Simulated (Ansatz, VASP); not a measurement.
ReS in VASP and in Ansatz

File POSCAR:

```
ReS
1.0
    2.9436332069      0.0000000000      0.0000000000
    0.0000000000      2.9436332069      0.0000000000
    0.0000000000      0.0000000000      2.9436332069
Re S
1 1
Direct
    0.0000000000      0.0000000000      0.0000000000
    0.5000000000      0.5000000000      0.5000000000
```

The input INCAR.step1:

```
ALGO     = Normal         # electronic algorithm
EDIFF    = 1E-5           # SCF threshold, eV
ENCUT    = 550            # plane-wave cutoff, eV
GGA      = PE             # functional
GGA_COMPAT= False        
ISMEAR   = 0              # smearing method
LASPH    = True           # aspherical terms in the spheres
LCHARG   = False          # write CHGCAR
LREAL    = False          # projectors in reciprocal space
LWAVE    = True           # write WAVECAR
NBANDS   = 18             # bands
NELM     = 120            # most SCF steps
PREC     = Accurate       # precision mode
SIGMA    = 0.1            # smearing width, eV
```

INCAR.step2

```
ALGO     = Normal         # electronic algorithm
EDIFF    = 1E-6           # SCF threshold, eV
ENCUT    = 550            # plane-wave cutoff, eV
GGA_COMPAT= False        
ISIF     = 2              # what is computed and relaxed
ISMEAR   = 0              # smearing method
ISTART   = 1            
LASPH    = True           # aspherical terms in the spheres
LCHARG   = True           # write CHGCAR
LELF     = True           # ELF
LMIXTAU  = True         
LREAL    = False          # projectors in reciprocal space
LVHAR    = True         
LWAVE    = False          # write WAVECAR
METAGGA  = R2SCAN         # meta-GGA
NBANDS   = 18             # bands
NELM     = 120            # most SCF steps
PREC     = Accurate       # precision mode
SIGMA    = 0.1            # smearing width, eV
```

Contents of KPOINTS:

```
k-points
0
Gamma
  14 14 14
```

Input for Ansatz:

```yaml
crystal:
  lattice:
    - [2.9436332069, 0.0, 0.0]
    - [0.0, 2.9436332069, 0.0]
    - [0.0, 0.0, 2.9436332069]
  atoms:
    - { symbol: Re, position: [0.0, 0.0, 0.0] }
    - { symbol: S, position: [0.5, 0.5, 0.5] }
basis:
  ecutwfc: 500
kpoints:
  mp_grid: { grid: [14, 14, 14] }
hamiltonian:
  xc: r2scan
scf:
  occupations: { method: gaussian, width: 0.1 }
  lower_state_search: "off"
output:
  forces: true
  stress: true
  eigenvalues: true
  write_density: true
  write_potential: true
  elf: true
  volumetric_format: npy
```

Alike in both runs: task single point; functional r2SCAN; k mesh 14 × 14 × 14; occupations gaussian, width 0.1 eV; no spin polarisation.

|  | VASP | Ansatz |
| --- | --- | --- |
| version | VASP 6.6.1 | Ansatz 0.2.0 |
| potentials or method | VASP PAW PBE potentials, release 64 (Re_sv_GW, S), cutoff 550 eV | scalar-relativistic, plane waves, PAW |
| valence electrons in the cell | 21 | 21 |

```csv
,VASP,Ansatz,Ansatz less VASP
gap on the k mesh at the Fermi level (eV),none,none,-
pressure (GPa),3.4,4.8,+1.47
```

VASP's potentials were made for PBE, not for r2SCAN. A gap of «none» marks a metal or a gap that the smearing closes.

Spin-orbit coupling is off throughout.
